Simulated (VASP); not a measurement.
# PrScO (P4/mmm) in VASP: vibrations by perturbation theory with PBE

Aim: the vibrations by perturbation theory of PrScO with PBE.

Everything below comes from runs of VASP 6.6.1. Logs are shortened: lines on timing, memory, paths and dates and some standing lists are left out, and cuts for length are marked.

## Step 1: The cell of the first run

The structure is tetragonal, space group P4/mmm (No. 123). Conventional cell: a = 3.719 Å, b = 3.719 Å, c = 4.222 Å, α = 90.00°, β = 90.00°, γ = 90.00°. Pr (site symmetry 4/mmm) has 4 O at 2.63 Å and 8 Sc at 3.37 Å within 3.5 Å. Sc (site symmetry 4/mmm) has 2 O at 2.11 Å within 2.8 Å. O (site symmetry 4/mmm) has 2 Sc at 2.11 Å and 4 Pr at 2.63 Å within 2.8 Å.

## Step 2: Vibrations by perturbation theory, PBE

Contents of INCAR:

```
PREC = Accurate ; ENCUT = 600
EDIFF = 1E-8 ; ISMEAR = 0
SIGMA = 0.1 ; LREAL = False
LASPH = True ; NELM = 200
ALGO = Normal ; ISIF = 2
LWAVE = False ; LCHARG = False
GGA = PE ; NBANDS = 21
IBRION = 8 ; NSW = 1
GGA_COMPAT = False ; LMAXMIX = 6
```

Contents of KPOINTS:

```
Automatic mesh
0
Gamma
  10 10 8
```

Contents of POSCAR:

```
PrScO
1.0
    3.7187184948      0.0000000000      0.0000000000
    0.0000000000      3.7187184948      0.0000000000
    0.0000000000      0.0000000000      4.2220819281
Pr Sc O
1 1 1
Direct
    0.0000000000      0.0000000000      0.5000000000
    0.5000000000      0.5000000000      0.0000000000
    0.5000000000      0.5000000000      0.5000000000
```

Potentials or basis: VASP PAW PBE potentials, release 64 (Pr_3, Sc_sv, O), 4f in core.

Command:

```bash
cat potpaw_PBE.64/Pr_3/POTCAR potpaw_PBE.64/Sc_sv/POTCAR potpaw_PBE.64/O/POTCAR > POTCAR
mpirun -np 1 vasp_std > vasp.out
```

OUTCAR:

```text
PREC = Accurate
   ENCUT = 600
   EDIFF = 1E-8
   ISMEAR = 0
   LREAL = False
   LASPH = True
   NELM = 200
   ISIF = 2
   GGA = PE
   IBRION = 8
   NSW = 1

 ion  position               nearest neighbor table
   1  0.000  0.000  0.500-   3 2.63   3 2.63   3 2.63   3 2.63   2 3.37   2 3.37   2 3.37   2 3.37
                             2 3.37   2 3.37   2 3.37   2 3.37
   2  0.500  0.500  0.000-   3 2.11   3 2.11   1 3.37   1 3.37   1 3.37   1 3.37   1 3.37   1 3.37
                             1 3.37   1 3.37
   3  0.500  0.500  0.500-   2 2.11   2 2.11   1 2.63   1 2.63   1 2.63   1 2.63

  LATTYP: Found a simple tetragonal cell.
 ALAT       =     3.7187184948
 C/A-ratio  =     1.1353593809

  Lattice vectors:

 A1 = (   3.7187184948,   0.0000000000,   0.0000000000)
 A2 = (   0.0000000000,   3.7187184948,   0.0000000000)
 A3 = (   0.0000000000,   0.0000000000,   4.2220819281)

Analysis of symmetry for initial positions (statically):
=====================================================================
 Subroutine PRICEL returns:
 Original cell was already a primitive cell.

 Routine SETGRP: Setting up the symmetry group for a
 simple tetragonal supercell.

 Subroutine GETGRP returns: Found 16 space group operations
 (whereof 16 operations were pure point group operations)
 out of a pool of 16 trial point group operations.

The static configuration has the point symmetry D_4h.

Analysis of symmetry for dynamics (positions and initial velocities):
=====================================================================
 Subroutine PRICEL returns:
 Original cell was already a primitive cell.

 Routine SETGRP: Setting up the symmetry group for a
 simple tetragonal supercell.

 Subroutine GETGRP returns: Found 16 space group operations
 (whereof 16 operations were pure point group operations)
 out of a pool of 16 trial point group operations.

The dynamic configuration has the point symmetry D_4h.

 Subroutine INISYM returns: Found 16 space group operations
 (whereof 16 operations are pure point group operations),
 and found     1 'primitive' translations

----------------------------------------------------------------------------------------

                                     Primitive cell

  volume of cell :      58.3866

  direct lattice vectors                    reciprocal lattice vectors
     3.718718495  0.000000000  0.000000000     0.268909841  0.000000000  0.000000000
     0.000000000  3.718718495  0.000000000     0.000000000  0.268909841  0.000000000
     0.000000000  0.000000000  4.222081928     0.000000000  0.000000000  0.236849975

  length of vectors
     3.718718495  3.718718495  4.222081928     0.268909841  0.268909841  0.236849975

  position of ions in fractional coordinates (direct lattice)
     0.000000000  0.000000000  0.500000000
     0.500000000  0.500000000  0.000000000
     0.500000000  0.500000000  0.500000000

  ion indices of the primitive-cell ions
   primitive index   ion index
                 1           1
                 2           2
                 3           3

----------------------------------------------------------------------------------------

 KPOINTS: Automatic mesh

Automatic generation of k-mesh.
 Grid dimensions read from file:
 generate k-points for:   10   10    8
[... 90 lines left out ...]
   LHFCALC =     F    Hartree Fock is set to
   AEXX    =    0.0000 exact exchange contribution
   IVDW    =     0    specifies the selected vdW correction
   LEPSILON=     F    determine dielectric tensor
   LRPA    =     F    only Hartree local field effects (RPA)
 non-spin polarized calculation
 Gauss-broadening in eV      SIGMA  =   0.10
  energy-cutoff  :      600.00
  volume of cell :       58.39
 maximum number of plane-waves:      1985
 NGX is ok and might be reduce to    30
   NGX = 15   NGY = 15   NGZ = 17

--------------------------------------- Ionic step        1  -------------------------------------------

 number of electron      27.9999997 magnetization

 Free energy of the ion-electron system (eV)
  ---------------------------------------------------
  ext. energy  EPLUGINS =         0.00000000
  ---------------------------------------------------
  free energy    TOTEN  =       -21.88041920 eV

  energy without entropy =      -21.87530375  energy(sigma->0) =      -21.87786147

 E-fermi :   4.9217     XC(G=0): -10.5505

 val. band max:        4.8775486992   @ k =   0.3000   0.1000   0.3750
 cond. band min:       4.9384352678   @ k =   0.1000   0.1000   0.5000
 fundamental gap:      0.0608865686
 Fermi energy:         4.9216525136

 k-point     1 :       0.0000    0.0000    0.0000
  band No.  band energies     occupation
      1     -44.6528      2.00000
      2     -31.4066      2.00000
      3     -23.3856      2.00000
      4     -23.2765      2.00000
      5     -23.2765      2.00000
      6     -14.6425      2.00000
[... 565 lines left out ...]
     20       8.1831      0.00000
     21       9.3005      0.00000

 [... further k-points ...]
[... 5 lines left out ...]
  --------------------------------------------------------------------------------------
  -------------------------------------------------------------------------------------
  Total       -0.0102086     -0.0102086      0.3145570      0.0000000      0.0000000      0.0000000
  in kB       -0.2801332     -0.2801332      8.6317062      0.0000000      0.0000000      0.0000000
  external PRESSURE =       2.6904799 kB  Pullay stress =       0.0000000 kB

 VOLUME and BASIS-vectors are now :
 -----------------------------------------------------------------------------
  energy-cutoff  :      600.00
  volume of cell :       58.39
      direct lattice vectors                 reciprocal lattice vectors
     3.718718495  0.000000000  0.000000000     0.268909841  0.000000000  0.000000000
     0.000000000  3.718718495  0.000000000     0.000000000  0.268909841  0.000000000
     0.000000000  0.000000000  4.222081928     0.000000000  0.000000000  0.236849975

 POSITION                                       TOTAL-FORCE (eV/Angst)
 -----------------------------------------------------------------------------------
      0.00000      0.00000      2.11104         0.000000      0.000000      0.000000
      1.85936      1.85936      0.00000         0.000000      0.000000      0.000000
      1.85936      1.85936      2.11104         0.000000      0.000000      0.000000
 -----------------------------------------------------------------------------------
    total drift:                                0.000000      0.000000     -0.000000

  FREE ENERGIE OF THE ION-ELECTRON SYSTEM (eV)
  ---------------------------------------------------
  free  energy   TOTEN  =       -21.8804191960 eV

  energy  without entropy=      -21.8753037528  energy(sigma->0) =      -21.87786147

[... ionic steps 2 to 9 ...]

--------------------------------------- Ionic step       10  -------------------------------------------

------------------------ aborting loop because EDIFF is reached ----------------------------------------

[... ionic steps 11 to 11 ...]

--------------------------------------- Ionic step       12  -------------------------------------------

 Free energy of the ion-electron system (eV)
  ---------------------------------------------------
  ---------------------------------------------------
  free energy    TOTEN  =        -0.37699211 eV

  energy without entropy =       -0.37699210

------------------------ aborting loop because EDIFF is reached ----------------------------------------

 INTERNAL STRAIN TENSOR  FOR ION    3  DIRECTION 3   (eV/Angst):
 -----------------------------------------------------------------------------
     0.00133  0.00000  0.00000
     0.00000  0.00133 -0.00000
     0.00000 -0.00000  0.00524

 INTERNAL STRAIN TENSOR FOR ION    3 for displacements in x,y,z  (eV/Angst):
          X           Y           Z          XY          YZ          ZX
  --------------------------------------------------------------------------------
  x     0.00000     0.00000     0.00000     0.00000     0.00000     0.00000
  y     0.00000     0.00000     0.00000     0.00000     0.00000     0.00000
  z     0.00000     0.00000     0.00000     0.00000     0.00000     0.00000

 SECOND DERIVATIVES (NOT SYMMETRIZED)
 ------------------------------------
               1X          1Y          1Z          2X          2Y          2Z          3X          3Y          3Z
  1X    -6.491634    0.000000    0.000000    3.704827    0.000000    0.000000    2.786807    0.000000    0.000000
  1Y     0.000000   -6.491634    0.000000    0.000000    3.704827    0.000000    0.000000    2.786807    0.000000
  1Z     0.000000   -0.000000   -5.005446    0.000000   -0.000000    3.088180    0.000000   -0.000000    1.917265
  2X     3.704550    0.000000    0.000000   -6.315415    0.000000    0.000000    2.610865    0.000000    0.000000
  2Y     0.000000    3.704550    0.000000    0.000000   -6.315415    0.000000    0.000000    2.610865    0.000000
  2Z     0.000000    0.000000    3.078315    0.000000    0.000000  -10.291423    0.000000    0.000000    7.213108
  3X     2.776440    0.000000    0.000000    2.599516    0.000000    0.000000   -5.375956    0.000000    0.000000
  3Y     0.000000    2.776440    0.000000    0.000000    2.599516    0.000000    0.000000   -5.375956    0.000000
  3Z     0.000000   -0.000000    1.909362    0.000000   -0.000000    7.213836   -0.000000    0.000000   -9.123198

 Eigenvectors and eigenvalues of the dynamical matrix
 ----------------------------------------------------

   1 f  =   13.251418 THz    83.261112 2PiTHz  442.019710 cm-1    54.803435 meV
             X         Y         Z           dx          dy          dz
      0.000000  0.000000  2.111041    -0.000000    0.000000   -0.024525
      1.859359  1.859359  0.000000    -0.000000    0.000000   -0.479866
      1.859359  1.859359  2.111041     0.000000   -0.000000    0.876999
[... 43 lines left out ...]
   9 f/i=    0.005154 THz     0.032381 2PiTHz    0.171905 cm-1     0.021314 meV
             X         Y         Z           dx          dy          dz
      0.000000  0.000000  2.111041     0.824632    0.133458   -0.000000
      1.859359  1.859359  0.000000     0.465762    0.075379   -0.000000
      1.859359  1.859359  2.111041     0.278432    0.045061   -0.000000

--------------------------------------------------------------------------------------------------------

 ELASTIC MODULI CONTR FROM IONIC RELAXATION (kBar)
 Direction    XX          YY          ZZ          XY          YZ          ZX
 --------------------------------------------------------------------------------
 XX           0.0000      0.0000      0.0000      0.0000      0.0000      0.0000
 YY           0.0000      0.0000      0.0000      0.0000      0.0000      0.0000
 ZZ           0.0000      0.0000      0.0000      0.0000      0.0000      0.0000
 XY           0.0000      0.0000      0.0000      0.0000      0.0000      0.0000
 YZ           0.0000      0.0000      0.0000      0.0000      0.0000      0.0000
 ZX           0.0000      0.0000      0.0000      0.0000      0.0000      0.0000
 --------------------------------------------------------------------------------
```

It took 21 min on 1 thread of Intel Xeon 6975P-C (Granite Rapids), shared host; peak memory 0.71 GiB.

What came out:

| Property | Result |
| --- | --- |
| Highest phonon frequency at Γ, LO-TO splitting left out | 442 cm⁻¹ |

Phonon frequencies in cm⁻¹ (negative: imaginary):
| q point | frequencies |
| --- | --- |
| (0.000, 0.000, 0.000) | 0 0 0 178 197 197 322 322 442 |

Caveat: spin-orbit coupling is left out, which moves the levels of the heavy elements; the 4f electrons are frozen in the core, so they carry no moment and show no levels; the run has no spin polarisation, though such a crystal can be magnetic.
